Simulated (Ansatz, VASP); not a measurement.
**One calculation of Ir, two programs**

```xyz
2
Lattice="2.6952 0.0000 0.0000 -1.3476 2.3341 0.0000 0.0000 0.0000 4.3712" Properties=species:S:1:pos:R:3 pbc="T T T"
Ir    0.0000    1.5561    1.0928
Ir    1.3476    0.7780    3.2784
```

Alike in both runs: task single point; functional PBE0; k mesh 6 × 6 × 4; occupations fermi-dirac, width 0.05 eV; no spin polarisation.

|  | VASP | Ansatz |
| --- | --- | --- |
| version | VASP 6.6.1 | Ansatz 0.2.0 |
| potentials or method | VASP PAW PBE potentials, release 64 (Ir) | Ansatz PAW |
| plane-wave cutoff (eV) | 520 | 420 |
| valence electrons in the cell | 18 | 34 |

|  | VASP | Ansatz | Ansatz less VASP |
| --- | --- | --- | --- |
| gap on the k mesh at the Fermi level (eV) | none | none | - |
| pressure (GPa) | 10.8 | 8.2 | -2.56 |
| traceless stress, the component that is largest in VASP (GPa) | -5.37 | -5.37 | 0.000 |

A gap of «none» marks a metal or a gap that the smearing closes. VASP's potentials hold 18 valence electrons a cell and Ansatz's 34, so a difference there can come from the potentials and not from the codes.

The k mesh is coarse, so the values compare programs but aren't converged. Neither program's run includes spin-orbit coupling.
